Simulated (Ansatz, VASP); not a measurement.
# One calculation of KTaO3, two programs

```
K Ta O
1.0
     4.33728    0.00000    0.00000
     0.00000    3.98830    0.00000
     0.00000    0.00000    3.98830
K Ta O
1 1 3
Direct
  0.50000 0.50000 0.50000
  0.00000 0.00000 0.00000
  0.50000 0.00000 0.00000
  0.00000 0.50000 0.00000
  0.00000 0.00000 0.50000
```

Change from the starting cell: strain +0.0875 x Voigt [1, 0, 0, 0, 0, 0], atoms carried along.

Alike in both runs: task single point; functional PBE; k mesh 8 × 8 × 8; occupations gaussian, width 0.05 eV; no spin polarisation.

|  | VASP | Ansatz |
| --- | --- | --- |
| version | VASP 6.6.1 | Ansatz 0.2.0 |
| potentials or method | VASP PAW PBE potentials, release 64 (K_sv, Ta_pv, O), cutoff 520 eV | scalar-relativistic, plane waves, PAW |
| valence electrons in the cell | 38 | 40 |

Ansatz gave:

| Item | Value |
| --- | --- |
| gap on the k mesh at the Fermi level (eV) | 1.91 |
| least direct gap on the mesh (eV) | 2.37 |
| pressure (GPa) | -7.3 |
| traceless stress, the component that is largest in VASP (GPa) | -13.27 |

Which values does VASP return?

gap on the k mesh at the Fermi level (eV): 1.87; least direct gap on the mesh (eV): 2.34; pressure (GPa): -6.9; traceless stress, the component that is largest in VASP (GPa): -13.48.

The functional is the same, so the differences come from potentials, cutoffs and numerics. VASP's potentials hold 38 valence electrons a cell and Ansatz's 40, so a difference there can come from the potentials and not from the codes.

Neither program's run includes spin-orbit coupling.
